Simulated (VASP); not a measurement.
## Cd8Te7 (a cell with a defect): single point with LDA

Cd8Te7 (a cell with a defect):

```
Cd Te
1.0
     0.00000    6.41000    6.41000
     6.41000    0.00000    6.41000
     6.41000    6.41000    0.00000
Cd Te
8 7
Direct
  0.05346 0.05346 0.05346
  0.98599 0.98599 0.53343
  0.98599 0.53343 0.98599
  0.99947 0.48405 0.48405
  0.53343 0.98599 0.98599
  0.48405 0.99947 0.48405
  0.48405 0.48405 0.99947
  0.49903 0.49903 0.49903
  0.11385 0.11385 0.64889
  0.11385 0.64889 0.11385
  0.12181 0.61436 0.61436
  0.64889 0.11385 0.11385
  0.61436 0.12181 0.61436
  0.61436 0.61436 0.12181
  0.62241 0.62241 0.62241
```

```json
{
 "Program": "VASP 6.6.1",
 "Task": "single point",
 "Functional": "LDA",
 "Potentials or basis": "VASP PAW LDA potentials, release 64 (Cd, Te)",
 "Cutoff": "400 eV",
 "k mesh": "2 × 2 × 2, shifted",
 "Occupations": "fermi-dirac, width 0.05 eV",
 "Spin": "no spin polarisation",
 "Dipole correction": "no",
 "Further INCAR settings": "ALGO = Normal; EDIFF = 1e-06; NBANDS = 82; ISYM = 0"
}
```

```json
{
  "Pressure": "-1.4 GPa",
  "Largest force": "0.090 eV/Å",
  "Band gap on the k mesh": "1.09 eV"
}
```

Forces on the atoms (eV/Å):
```
Cd   0.015  0.015  0.015
Cd  -0.035 -0.035  0.012
Cd  -0.035  0.012 -0.035
Cd  -0.035 -0.020 -0.020
Cd   0.012 -0.035 -0.035
Cd  -0.020 -0.035 -0.020
Cd  -0.020 -0.020 -0.035
Cd  -0.006 -0.006 -0.006
Te   0.049  0.049 -0.056
Te   0.049 -0.056  0.049
Te   0.007  0.026  0.026
Te  -0.056  0.049  0.049
Te   0.026  0.007  0.026
Te   0.026  0.026  0.007
Te   0.022  0.022  0.022
```

Stress tensor (GPa, compression positive):
```
-1.44 -0.17 -0.17
-0.17 -1.44 -0.17
-0.17 -0.17 -1.44
```

Levels at points of the mesh, in eV from the valence-band top:
```tsv
k point	band 66	band 67	band 68	band 69	band 70	band 71	band 72	band 73
(0.25, 0.25, 0.25)	-0.74	-0.69	-0.22	-0.22	1.64	1.82	2.18	2.22
```

Wall time 16 min on 1 thread of Intel(R) Xeon(R) Platinum 8375C CPU @ 2.90GHz (Ice Lake) (shared host), peak memory 0.57 GiB.

Caveat: spin-orbit coupling is left out, which moves the levels of the heavy elements.
